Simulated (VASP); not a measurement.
Wanted: the native input for a VASP 6.6.1 run.

| Property | Result |
| --- | --- |
| Task | single point |
| Functional | PBE |
| Potentials or basis | VASP PAW PBE potentials, release 64 (Sr_sv, Al, O) |
| Cutoff | 520 eV |
| k mesh | 6 × 6 × 6 |
| Occupations | gaussian, width 0.1 eV |
| Spin | collinear spin, ferromagnetic start |
| Starting moments | [0.0, 0.0, 0.0, 1.0] μB |
| Dipole correction | no |
| Further INCAR settings | ALGO = Normal; EDIFF = 1e-07; NBANDS = 26 |

The structure of Sr2AlO lies in POSCAR:

```
Sr2AlO
1.0
    5.6382213814      0.0000000000      0.0000000000
   -2.8191106907      4.8828429484      0.0000000000
    0.0000000000      0.0000000000      3.6580148917
Sr Al O
2 1 1
Direct
    0.3333333333      0.6666666667      0.5000000000
    0.6666666667      0.3333333333      0.5000000000
    0.0000000000      0.0000000000      0.0000000000
    0.0000000000      0.0000000000      0.5000000000
```

The input as run:

INCAR

```
SYSTEM = Sr2AlO
PREC = Accurate ; ENCUT = 520
EDIFF = 1E-7 ; ISMEAR = 0
SIGMA = 0.1 ; LREAL = .False.
LASPH = .True. ; NELM = 150
ALGO = Normal ; ISIF = 2
LWAVE = .False. ; LCHARG = .True.
ISPIN = 2 ; MAGMOM = 0 0 0 1
LORBIT = 11 ; GGA = PE
LELF = .True. ; LVHAR = .True.
NBANDS = 26
```

KPOINTS

```
regular mesh
0
Gamma
  6 6 6
  0 0 0
```

Potentials or basis: VASP PAW PBE potentials, release 64 (Sr_sv, Al, O).

The run is started by

```console
$ cat potpaw_PBE.64/Sr_sv/POTCAR potpaw_PBE.64/Al/POTCAR potpaw_PBE.64/O/POTCAR > POTCAR
$ mpirun -np 1 vasp_std > vasp.out
```

It gave:

- Pressure: -0.1 GPa
- Net moment: 0.00 μB per cell
- Valence electrons inside the program's atomic spheres: Sr 8.03; Al 0.71; O 5.02

Wall time 2 min on 1 thread of AMD EPYC 9R14 (Zen 4), on a shared host, peak memory 0.29 GiB.
